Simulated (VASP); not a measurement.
A run of VASP 6.6.1:

INCAR

```
PREC = Accurate
ENCUT = 520
EDIFF = 1E-7
ISMEAR = 0
SIGMA = 0.01
LREAL = F
LASPH = T
NELM = 60
ALGO = Normal
ISIF = 2
LWAVE = F
LCHARG = F
GGA = PE
NBANDS = 16
```

KPOINTS

```
Automatic mesh
0
Gamma
  9 9 2
```

The input POSCAR:

```
BAs
1.0
    3.3152577438      0.0000000000      0.0000000000
   -1.6576288719      2.8710974262      0.0000000000
    0.0000000000      0.0000000000      9.7920864056
B As
2 2
Direct
    0.3333333333      0.6666666667      0.2500000000
    0.6666666667      0.3333333333      0.7500000000
    0.6666666667      0.3333333333      0.2500000000
    0.3333333333      0.6666666667      0.7500000000
```

Potentials or basis: VASP PAW PBE potentials, release 64 (B, As).

The run is started by

```sh
$ cat potpaw_PBE.64/B/POTCAR potpaw_PBE.64/As/POTCAR > POTCAR
$ mpirun -np 1 vasp_std > vasp.out
```

Hardware: 1 thread of AMD EPYC 9R45 96-Core Processor (Zen 5), with other jobs on the host.

Question: How long does it take, and how much memory?

Answer: Wall time 25 s on 1 thread of AMD EPYC 9R45 96-Core Processor (Zen 5) (shared host), peak memory 0.21 GiB. Counts: scf iterations 15, k points 24.
